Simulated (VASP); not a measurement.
A run of VASP 6.6.1:

Contents of INCAR:

```
SYSTEM = Re
  ALGO = Normal
  EDIFF = 1E-8
  ENCUT = 520
  GGA = PE
  ISIF = 2
  ISMEAR = -1
  LASPH = .True.
  LCHARG = .False.
  LEFG = .True.
  LREAL = .False.
  LWAVE = .False.
  NBANDS = 10
  NELM = 60
  PREC = Accurate
  SIGMA = 0.03
```

Contents of KPOINTS:

```
k-points
0
Gamma
  14 14 14
  0 0 0
```

File POSCAR:

```
Re
1.0
    0.0000000000      1.9750000000      2.0145000000
    1.9750000000      0.0000000000      2.0145000000
    1.9750000000      1.9750000000      0.0000000000
Re
1
Direct
    0.0000000000      0.0000000000      0.0000000000
```

Potentials or basis: VASP PAW PBE potentials, release 64 (Re).

Command:

```console
$ cat potpaw_PBE.64/Re/POTCAR > POTCAR
$ mpirun -np 1 vasp_std > vasp.out
```

Hardware: 1 thread of Intel Xeon 8259CL, with other jobs on the host.

Task: How long does it take, and how much memory?

Result: It took 67 s on 1 thread of Intel Xeon 8259CL, with other jobs on the host, peak memory 0.17 GiB. Counts: scf iterations 15, k points 244.
